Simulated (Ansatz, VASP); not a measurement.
Ta2W in VASP and in Ansatz

```
Ta W
1.0
     3.09666    0.00000    0.00000
    -1.54833    2.68178    0.00000
     0.00000    0.00000    6.48897
Ta W
2 1
Direct
  0.66667 0.33333 0.82388
  0.33333 0.66667 0.17612
  0.00000 0.00000 0.50000
```

Alike in both runs: functional PBE; k mesh 6 × 6 × 4; occupations gaussian, width 0.1 eV; no spin polarisation.

Ansatz relaxed the structure, and its values are those at the end. VASP's run is a single point on that final structure, the one shown.

|  | VASP | Ansatz |
| --- | --- | --- |
| version | VASP 6.6.1 | Ansatz 0.2.0 |
| potentials or method | VASP PAW PBE potentials, release 64 (Ta_pv, W_sv), cutoff 520 eV | scalar-relativistic, plane waves, PAW |
| valence electrons in the cell | 36 | 40 |

|  | VASP | Ansatz | Ansatz less VASP |
| --- | --- | --- | --- |
| gap on the k mesh at the Fermi level (eV) | none | none | - |
| pressure (GPa) | 0.2 | 0.0 | -0.22 |
| rms of the force components (eV/Å) | 0.014 | 0.004 | -0.0098 |

A gap of «none» marks a metal or a gap that the smearing closes. The functional is the same, so the differences come from potentials, cutoffs and numerics. VASP's potentials hold 36 valence electrons a cell and Ansatz's 40, so a difference there can come from the potentials and not from the codes.

The k mesh is coarse, so the values compare programs but aren't converged. Neither program's run includes spin-orbit coupling.
